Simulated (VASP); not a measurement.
Here is a VASP 6.6.1 calculation.

File POSCAR:

```
AlCu2
1.0
    0.0000000000      2.8144000958      2.8144000958
    2.8144000958      0.0000000000      2.8144000958
    2.8144000958      2.8144000958      0.0000000000
Al Cu
1 2
Direct
    0.0000000000      0.0000000000      0.0000000000
    0.2500000000      0.2500000000      0.2500000000
    0.7500000000      0.7500000000      0.7500000000
```

INCAR.step1

```
PREC = Accurate
ENCUT = 520
ISMEAR = 0
SIGMA = 0.1
LREAL = F
LASPH = T
NELM = 100
NBANDS = 20
GGA = PE
ALGO = Normal
EDIFF = 1E-4
LWAVE = T
LCHARG = F
```

The input INCAR.step2:

```
PREC = Accurate
ENCUT = 520
EDIFF = 1E-6
ISMEAR = 0
SIGMA = 0.1
LREAL = F
LASPH = T
NELM = 100
ALGO = Normal
ISIF = 2
LWAVE = F
LCHARG = T
METAGGA = R2SCAN
LMIXTAU = T
LELF = T
LVHAR = T
NBANDS = 20
ISTART = 1
```

The input KPOINTS:

```
regular mesh
0
Gamma
  6 6 6
```

Potentials or basis: VASP PAW PBE potentials, release 64 (Al, Cu).

Launch:

```console
$ cat potpaw_PBE.64/Al/POTCAR potpaw_PBE.64/Cu/POTCAR > POTCAR
$ cp INCAR.step1 INCAR
$ mpirun -np 1 vasp_std > vasp.out
$ cp INCAR.step2 INCAR
$ mpirun -np 1 vasp_std > vasp.out
```

Q: Predict the pressure.

A: 0.3 GPa.

Caveat: the PAW data sets were made with another functional, which shifts forces and pressure a little.
